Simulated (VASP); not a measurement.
# TaC2 in VASP: a series of runs

TaC2 is run at these levels: PBE; tasks: single point.

Program: VASP 6.6.1. These are calculated values, not measurements. Logs are shortened: lines on timing, memory, paths and dates and some standing lists are left out, and cuts for length are marked.

## (1) The cell of the first run

It takes space group I4/mmm (No. 139, tetragonal). The conventional cell has a = 3.157 Å, b = 3.157 Å, c = 5.960 Å, α = 90.00°, β = 90.00°, γ = 90.00°. Ta (site symmetry 4/mmm) has 10 C at 2.29 to 2.34 Å within 3.0 Å. C (site symmetry 4mm) has 1 C at 1.39 Å within 1.9 Å.

## (2) Single point, PBE

Input file INCAR:

```
ALGO = Normal
EDIFF = 1E-6
ENCUT = 600
GGA = PE
GGA_COMPAT = False
ISIF = 2
ISMEAR = 0
LASPH = True
LCHARG = False
LREAL = False
LWAVE = False
NBANDS = 18
NELM = 120
PREC = Accurate
SIGMA = 0.1
```

Input file KPOINTS:

```
k-points
0
Gamma
  6 6 6
```

Input file POSCAR:

```
TaC2
1.0
   -1.5787468135      1.5787468135      2.9801391368
    1.5787468135     -1.5787468135      2.9801391368
    1.5787468135      1.5787468135     -2.9801391368
Ta C
1 2
Direct
    0.0000000000      0.0000000000      0.0000000000
    0.3834611489      0.3834611489      0.0000000000
    0.6165388511      0.6165388511      0.0000000000
```

Potentials or basis: VASP PAW PBE potentials, release 64 (Ta_sv_GW, C).

Started as:

```console
$ cat potpaw_PBE.64/Ta_sv_GW/POTCAR potpaw_PBE.64/C/POTCAR > POTCAR
$ mpirun -np 1 vasp_std > vasp.out
```

OUTCAR:

```text
EDIFF = 1E-6
   ENCUT = 600
   GGA = PE
   ISIF = 2
   ISMEAR = 0
   LASPH = True
   LREAL = False
   NELM = 120
   PREC = Accurate

 ion  position               nearest neighbor table
   1  0.000  0.000  0.000-   2 2.29   3 2.29   3 2.34   2 2.34   3 2.34   3 2.34   3 2.34   2 2.34
                             2 2.34   2 2.34
   2  0.383  0.383  0.000-   3 1.39   1 2.29   1 2.34   1 2.34   1 2.34   1 2.34
   3  0.617  0.617  0.000-   2 1.39   1 2.29   1 2.34   1 2.34   1 2.34   1 2.34

  LATTYP: Found a body centered tetragonal cell.
 ALAT       =     3.1574936270
 C/A-ratio  =     1.8876612205

  Lattice vectors:

 A1 = (  -1.5787468135,   1.5787468135,   2.9801391368)
 A2 = (   1.5787468135,  -1.5787468135,   2.9801391368)
 A3 = (   1.5787468135,   1.5787468135,  -2.9801391368)

Analysis of symmetry for initial positions (statically):
=====================================================================
 Subroutine PRICEL returns:
 Original cell was already a primitive cell.

 Routine SETGRP: Setting up the symmetry group for a
 body centered tetragonal supercell.

 Subroutine GETGRP returns: Found 16 space group operations
 (whereof 16 operations were pure point group operations)
 out of a pool of 16 trial point group operations.

The static configuration has the point symmetry D_4h.

Analysis of symmetry for dynamics (positions and initial velocities):
=====================================================================
 Subroutine PRICEL returns:
 Original cell was already a primitive cell.

 Routine SETGRP: Setting up the symmetry group for a
 body centered tetragonal supercell.

 Subroutine GETGRP returns: Found 16 space group operations
 (whereof 16 operations were pure point group operations)
 out of a pool of 16 trial point group operations.

The dynamic configuration has the point symmetry D_4h.

 Subroutine INISYM returns: Found 16 space group operations
 (whereof 16 operations are pure point group operations),
 and found     1 'primitive' translations

----------------------------------------------------------------------------------------

                                     Primitive cell

  volume of cell :      29.7113

  direct lattice vectors                    reciprocal lattice vectors
    -1.578746814  1.578746814  2.980139137     0.000000000  0.316706894  0.167777401
     1.578746814 -1.578746814  2.980139137     0.316706894  0.000000000  0.167777401
     1.578746814  1.578746814 -2.980139137     0.316706894  0.316706894  0.000000000

  length of vectors
     3.723722906  3.723722906  3.723722906     0.358402725  0.358402725  0.447891185

  position of ions in fractional coordinates (direct lattice)
     0.000000000  0.000000000  0.000000000
     0.383461149  0.383461149  0.000000000
     0.616538851  0.616538851  0.000000000

  ion indices of the primitive-cell ions
   primitive index   ion index
                 1           1
                 2           2
                 3           3

----------------------------------------------------------------------------------------

 KPOINTS: k-points

Automatic generation of k-mesh.
 Grid dimensions read from file:
 generate k-points for:    6    6    6

 Generating k-lattice:

  Cartesian coordinates                     Fractional coordinates (reciprocal lattice)
     0.000000000  0.052784482  0.027962900     0.166666667  0.000000000  0.000000000
     0.052784482  0.000000000  0.027962900     0.000000000  0.166666667  0.000000000
     0.052784482  0.052784482  0.000000000     0.000000000  0.000000000  0.166666667

  Length of vectors
     0.059733787  0.059733787  0.074648531

  Shift w.r.t. Gamma in fractional coordinates (k-lattice)
     0.000000000  0.000000000  0.000000000

 Subroutine IBZKPT returns following result:
 ===========================================

 Found     30 irreducible k-points:

 Following reciprocal coordinates:
            Coordinates               Weight
  0.000000  0.000000  0.000000      1.000000
  0.166667 -0.000000  0.000000      8.000000
  0.333333  0.000000 -0.000000      8.000000
  0.500000  0.000000 -0.000000      4.000000
  0.166667  0.166667  0.000000      8.000000
  0.333333  0.166667 -0.000000     16.000000
[... 16 lines left out ...]
 -0.333333 -0.333333  0.166667      8.000000
 -0.166667 -0.333333  0.166667      8.000000
 [... further k-points ...]
   k-points           NKPTS =     30   k-points in BZ     NKDIM =     30   number of bands    NBANDS=     18
   number of dos      NEDOS =    301   number of ions     NIONS =      3
   total plane-waves  NPLWV =  27000
   dimension x,y,z NGX =    30 NGY =   30 NGZ =   30
   dimension x,y,z NGXF=    60 NGYF=   60 NGZF=   60
   ions per type =               1   2
   NGX,Y,Z   is equivalent  to a cutoff of  13.39, 13.39, 13.39 a.u.
   NGXF,Y,Z  is equivalent  to a cutoff of  26.79, 26.79, 26.79 a.u.
 SYSTEM =  unknown system
   PREC   = accura    normal or accurate (medium, high low for compatibility)
   ISTART =      0    job   : 0-new  1-cont  2-samecut
   ICHARG =      2    charge: 1-file 2-atom 10-const
   ISPIN  =      1    spin polarized calculation?
   LNONCOLLINEAR =      F non collinear calculations
   LSORBIT =      F    spin-orbit coupling
   LASPH  =      T    aspherical Exc in radial PAW
   ENCUT  =  600.0 eV  44.10 Ry    6.64 a.u.   7.44  7.44  7.44*2*pi/ulx,y,z
   NELM   =    120;   NELMIN=  2; NELMDL= -5     # of ELM steps
   EDIFF  = 0.1E-05   stopping-criterion for ELM
   LREAL  =      F    real-space projection
   EDIFFG = 0.1E-04   stopping-criterion for IOM
   NSW    =      0    number of steps for IOM
   IBRION =     -1    ionic relax: 0-MD 1-quasi-New 2-CG
   NFREE  =      0    steps in history (QN), initial steepest desc. (CG)
   ISIF   =      2    stress and relaxation
   ISYM   =      2    0-nonsym 1-usesym 2-fastsym
   POTIM  = 0.5000    time-step for ionic-motion
   TEBEG  =    0.0;   TEEND  =   0.0 temperature during run
   PSTRESS=    0.0 pullay stress
   NELECT =      21.0000    total number of electrons
   NUPDOWN=      -1.0000    fix difference up-down
   EMIN   =  10.00;   EMAX   =-10.00  energy-range for DOS
   EFERMI =   0.00;   METHOD = LEGACY
   ISMEAR =     0;   SIGMA  =   0.10  broadening in eV -4-tet -1-fermi 0-gaus
   EFERMI_NEDOS =   21; number of points for ismear=-14 and -15
   IALGO  =     38    algorithm
   IMIX   =      4    mixing-type and parameters
     AMIX     =   0.40;   BMIX     =  1.00
     AMIX_MAG =   1.60;   BMIX_MAG =  1.00
  volume/ion in A,a.u.               =       9.90        66.83
  Fermi-wavevector in a.u.,A,eV,Ry     =   1.458279  2.755749 28.933864  2.126579
  Thomas-Fermi vector in A             =   2.574982
   LORBIT       =      0    0 simple, 1 ext, 2 COOP (PROOUT), +10 PAW based schemes
   GGA     = PE    functional components
   LHFCALC =     F    Hartree Fock is set to
   AEXX    =    0.0000 exact exchange contribution
   IVDW    =     0    specifies the selected vdW correction
   LEPSILON=     F    determine dielectric tensor
   LRPA    =     F    only Hartree local field effects (RPA)
 non-spin polarized calculation
 Gauss-broadening in eV      SIGMA  =   0.10
  energy-cutoff  :      600.00
  volume of cell :       29.71
 maximum number of plane-waves:      1023
 NGX is ok and might be reduce to    30

 number of electron      21.0000000 magnetization

 Free energy of the ion-electron system (eV)
  ---------------------------------------------------
  ext. energy  EPLUGINS =         0.00000000
  ---------------------------------------------------
  free energy    TOTEN  =       -31.11075051 eV

  energy without entropy =      -31.10679789  energy(sigma->0) =      -31.10877420

 E-fermi :  10.9825     XC(G=0): -13.1021

 val. band max:       10.9301292064   @ k =  -0.3333  -0.3333   0.1667
 cond. band min:      11.0249949526   @ k =   0.3333   0.0000  -0.0000
 fundamental gap:      0.0948657462
 Fermi energy:        10.9824554936

 k-point     1 :       0.0000    0.0000    0.0000
  band No.  band energies     occupation
      1     -58.0288      2.00000
      2     -24.4251      2.00000
      3     -24.4251      2.00000
      4     -24.2634      2.00000
      5      -6.6792      2.00000
      6       2.7645      2.00000
[... 10 lines left out ...]
     17      19.5205      0.00000
     18      20.0143      0.00000

 k-point     2 :       0.1667   -0.0000    0.0000
  band No.  band energies     occupation
      1     -58.0242      2.00000
      2     -24.5319      2.00000
      3     -24.4168      2.00000
      4     -24.2753      2.00000
      5      -6.2271      2.00000
      6       2.4686      2.00000
[... 10 lines left out ...]
     17      20.3492      0.00000
     18      21.0888      0.00000

 k-point     3 :       0.3333    0.0000   -0.0000
  band No.  band energies     occupation
      1     -58.0152      2.00000
      2     -24.7403      2.00000
      3     -24.4002      2.00000
      4     -24.2971      2.00000
      5      -5.1619      2.00000
      6       1.3908      2.00000
[... 10 lines left out ...]
     17      19.8651      0.00000
     18      23.4699      0.00000

 k-point     4 :       0.5000    0.0000   -0.0000
  band No.  band energies     occupation
      1     -58.0107      2.00000
      2     -24.8415      2.00000
      3     -24.3918      2.00000
      4     -24.3077      2.00000
      5      -4.4729      2.00000
      6       0.6069      2.00000
[... 375 lines left out ...]
      4     -24.3417      2.00000
      5      -4.8550      2.00000
      6       0.9876      2.00000
[... 10 lines left out ...]
     17      18.6707      0.00000
     18      23.1626      0.00000

 k-point    23 :      -0.3333   -0.3333    0.1667
  band No.  band energies     occupation
      1     -58.0172      2.00000
      2     -24.5437      2.00000
      3     -24.5291      2.00000
      4     -24.3621      2.00000
      5      -5.3880      2.00000
      6       1.1460      2.00000
[... 10 lines left out ...]
     17      18.3323      0.00000
     18      23.3376      0.00000

 k-point    24 :      -0.1667   -0.3333    0.1667
  band No.  band energies     occupation
      1     -58.0221      2.00000
      2     -24.5467      2.00000
      3     -24.4287      2.00000
      4     -24.3396      2.00000
      5      -5.8393      2.00000
      6       1.3108      2.00000
[... 10 lines left out ...]
     17      17.7620      0.00000
     18      22.6417      0.00000

 [... further k-points ...]

------------------------ aborting loop because EDIFF is reached ----------------------------------------

  FORCE on cell =-STRESS in cart. coord.  units (eV):
  Direction    XX          YY          ZZ          XY          YZ          ZX
  --------------------------------------------------------------------------------------
  -------------------------------------------------------------------------------------
  Total       -0.0605274     -0.0605274     -0.0100338      0.0000000      0.0000000      0.0000000
  in kB       -3.2639305     -3.2639305     -0.5410730      0.0000000      0.0000000      0.0000000
  external PRESSURE =      -2.3563114 kB  Pullay stress =       0.0000000 kB

 VOLUME and BASIS-vectors are now :
 -----------------------------------------------------------------------------
  energy-cutoff  :      600.00
  volume of cell :       29.71
      direct lattice vectors                 reciprocal lattice vectors
    -1.578746814  1.578746814  2.980139137     0.000000000  0.316706894  0.167777401
     1.578746814 -1.578746814  2.980139137     0.316706894  0.000000000  0.167777401
     1.578746814  1.578746814 -2.980139137     0.316706894  0.316706894  0.000000000

 POSITION                                       TOTAL-FORCE (eV/Angst)
 -----------------------------------------------------------------------------------
      0.00000      0.00000      0.00000         0.000000      0.000000      0.000000
      0.00000      0.00000      2.28554        -0.000000     -0.000000     -0.108816
      0.00000      0.00000      3.67474        -0.000000     -0.000000      0.108816
 -----------------------------------------------------------------------------------
    total drift:                                0.000000      0.000000      0.000000

  FREE ENERGIE OF THE ION-ELECTRON SYSTEM (eV)
  ---------------------------------------------------
  free  energy   TOTEN  =       -31.1107505132 eV

  energy  without entropy=      -31.1067978918  energy(sigma->0) =      -31.10877420
```

It took 12 s on 1 thread of Intel Xeon 6975P-C (Granite Rapids), shared host; peak memory 0.18 GiB.

What came out:

```
Free energy   : -31.1108 eV
Pressure      : -0.2 GPa
Largest force : 0.109 eV/Å
```

Forces in eV/Å, atoms in the order of the input:
```
Ta   0.000  0.000  0.000
C    0.000  0.000 -0.109
C    0.000  0.000  0.109
```

Stress tensor (GPa, compression positive):
```
-0.33  0.00  0.00
 0.00 -0.33  0.00
 0.00  0.00 -0.05
```

Caveat: the k points lie up to 0.47 Å⁻¹ apart; spin-orbit coupling is left out, which moves the levels of the heavy elements.

## (3) Single point, PBE

This run uses another cell than the first one: it holds 6 atoms, not 3.

Input file INCAR:

```
  ALGO = Normal
  EDIFF = 1E-6
  ENCUT = 600
  GGA = PE
  GGA_COMPAT = F
  ISIF = 2
  ISMEAR = 0
  LASPH = T
  LCHARG = T
  LELF = T
  LREAL = F
  LVHAR = T
  LWAVE = F
  NBANDS = 30
  NELM = 120
  PREC = Accurate
  SIGMA = 0.2
```

KPOINTS is that of step 2.

Input file POSCAR:

```
TaC2
1.0
    1.5857008904     -1.5857008904     -2.9543017761
    1.5857008904     -1.5857008904      2.9543017761
   -3.1714017809     -3.1714017809      0.0000000000
Ta C
2 4
Direct
    1.0000000000      0.0000000000      1.0000000000
    0.5000000000      0.5000000000      0.5000000000
    0.1171339624      0.8828660376      0.5000000000
    0.6171339624      0.3828660376      1.0000000000
    0.8828660376      0.1171339624      0.5000000000
    0.3828660376      0.6171339624      1.0000000000
```

Potentials or basis: VASP PAW PBE potentials, release 64 (Ta_sv_GW, C).

Started as:

```console
$ cat potpaw_PBE.64/Ta_sv_GW/POTCAR potpaw_PBE.64/C/POTCAR > POTCAR
$ mpirun -np 1 vasp_std > vasp.out
```

It took 93 s on 1 thread of Intel Xeon Platinum 8375C at 2.90GHz (Ice Lake), shared host; peak memory 0.24 GiB.

It converged, with:

* Free energy: -62.2463 eV
* Pressure: 0.3 GPa
* Largest force: 0.009 eV/Å
* Band gap on the k mesh: zero (band 21 reaches 12.55 eV, above the bottom of band 22 at 8.17 eV)

Forces in eV/Å, atoms in the order of the input:
```
Ta   0.000  0.000  0.000
Ta   0.000  0.000  0.000
C    0.000  0.000 -0.009
C    0.000  0.000 -0.009
C    0.000  0.000  0.009
C    0.000  0.000  0.009
```

Stress tensor (GPa, compression positive):
```
 0.63 -0.20  0.00
-0.20  0.63  0.00
 0.00  0.00 -0.27
```

Levels at points of the mesh, in eV from the Fermi level:
| k point | band 19 | band 20 | band 21 | band 22 | band 23 | band 24 |
| --- | --- | --- | --- | --- | --- | --- |
| (0.00, 0.00, 0.00) | -3.08 | -2.90 | -2.90 | -2.81 | -0.76 | 1.02 |
| (0.50, 0.00, 0.00) | -2.00 | -2.00 | 0.38 | 0.38 | 1.29 | 1.29 |
| (0.50, 0.50, 0.00) | -3.78 | -3.06 | -0.76 | 1.36 | 1.36 | 1.47 |
| (0.00, 0.00, 0.50) | -4.69 | -4.69 | 1.55 | 1.55 | 1.81 | 1.81 |
| (0.50, 0.00, 0.50) | 0.74 | 0.74 | 1.42 | 1.42 | 1.43 | 1.43 |
| (0.50, 0.50, 0.50) | -0.34 | -0.34 | 0.19 | 0.19 | 0.89 | 0.89 |

Caveat: spin-orbit coupling is left out, which moves the levels of the heavy elements.

## (4) Single point, PBE

This run uses another cell than the first one: it holds 6 atoms, not 3.

Input file INCAR:

```
SYSTEM = TaC2
  PREC = Accurate
  ENCUT = 600
  EDIFF = 1E-6
  ISMEAR = 0
  SIGMA = 0.2
  LREAL = .False.
  LASPH = .True.
  NELM = 120
  ALGO = Normal
  ISIF = 2
  LWAVE = .False.
  LCHARG = .False.
  GGA = PE
  NBANDS = 30
  GGA_COMPAT = .False.
```

Input file KPOINTS:

```
regular mesh
0
Gamma
  6 6 6
  0 0 0
```

Input file POSCAR:

```
TaC2
1.0
    1.5898827333     -1.5893515114     -2.9512411311
    1.5868856446     -1.5897297829      2.9499342922
   -3.1725452294     -3.1748987119      0.0016883558
Ta C
2 4
Direct
    0.9999917565     -0.0000047254      1.0000060767
    0.5000063639      0.5000048748      0.4999951436
    0.1170297975      0.8829630902      0.5000229454
    0.6170112888      0.3829534043      1.0000316598
    0.8829878790      0.1170455120      0.4999728166
    0.3829729142      0.6170378440      0.9999713580
```

Started as:

```console
$ cat potpaw_PBE.64/Ta_sv_GW/POTCAR potpaw_PBE.64/C/POTCAR > POTCAR
$ mpirun -np 1 vasp_std > vasp.out
```

Wall time 4.9 min (1 thread of Intel Xeon Platinum 8488C (Sapphire Rapids), shared host); peak memory 0.34 GiB.

Results (log left out):

| Item | Value |
| --- | --- |
| Free energy | -62.2467 eV |
| Pressure | 0.2 GPa |
| Largest force | 0.086 eV/Å |
| Band gap on the k mesh | zero (band 21 reaches 12.56 eV, above the bottom of band 22 at 8.17 eV) |

Forces on the atoms (eV/Å):
```
Ta   0.000  0.000  0.000
Ta   0.000  0.000  0.000
C    0.001  0.000 -0.086
C    0.001  0.001 -0.086
C   -0.001 -0.001  0.086
C   -0.001  0.000  0.086
```

Stress tensor (GPa, compression positive):
```
0.17 0.09 0.07
0.09 0.00 0.01
0.07 0.01 0.36
```

Levels at points of the mesh, in eV from the Fermi level:
```csv
k point,band 17,band 18,band 19,band 20,band 21,band 22,band 23,band 24,band 25,band 26
"(0.00, 0.00, 0.00)",-4.52,-3.12,-3.11,-2.92,-2.90,-2.80,-0.73,1.00,2.06,3.52
"(0.50, 0.00, 0.00)",-3.71,-3.71,-1.99,-1.99,0.38,0.38,1.26,1.27,2.32,2.32
"(0.00, 0.50, 0.00)",-3.71,-3.71,-1.99,-1.99,0.39,0.39,1.26,1.26,2.32,2.32
"(0.50, 0.50, 0.00)",-4.44,-4.43,-3.78,-3.10,-0.72,1.37,1.39,1.45,3.53,3.53
"(0.00, 0.00, 0.50)",-4.76,-4.76,-4.71,-4.71,1.53,1.53,1.80,1.80,2.44,2.44
"(0.50, 0.00, 0.50)",-4.76,-4.76,0.73,0.74,1.41,1.41,1.42,1.42,2.16,2.17
"(0.00, 0.50, 0.50)",-4.76,-4.76,0.74,0.75,1.42,1.42,1.42,1.42,2.16,2.17
"(0.50, 0.50, 0.50)",-4.30,-4.30,-0.34,-0.34,0.22,0.22,0.88,0.88,3.16,3.16
```

Caveat: spin-orbit coupling is left out, which moves the levels of the heavy elements.

## (5) The runs side by side

| cell | smearing | gap on the mesh (eV) | pressure (GPa) | largest force (eV/Å) |
| --- | --- | --- | --- | --- |
| a = 3.724 Å, angles 129.8, 129.8, 73.7°, 3 atoms | gaussian 0.1 eV | none | -0.2 | 0.11 |
| a = 3.709, b = 3.709, c = 4.485 Å, angles 90.0, 90.0, 105.6°, 6 atoms | gaussian 0.2 eV | none | 0.3 | 0.01 |
| a = 3.710, b = 3.708, c = 4.488 Å, angles 89.9, 90.0, 105.4°, 6 atoms | gaussian 0.2 eV | none | 0.2 | 0.09 |

Alike in all rows: task single point; level PBE; potentials or basis VASP PAW PBE potentials, release 64 (Ta_sv_GW, C); no spin polarisation; k mesh 6 × 6 × 6; cutoff (eV) 600.

Caveats: some runs use coarse meshes; spin-orbit coupling is left out, which moves the levels of the heavy elements.

Absolute energies hang on the potentials; compare differences alone.
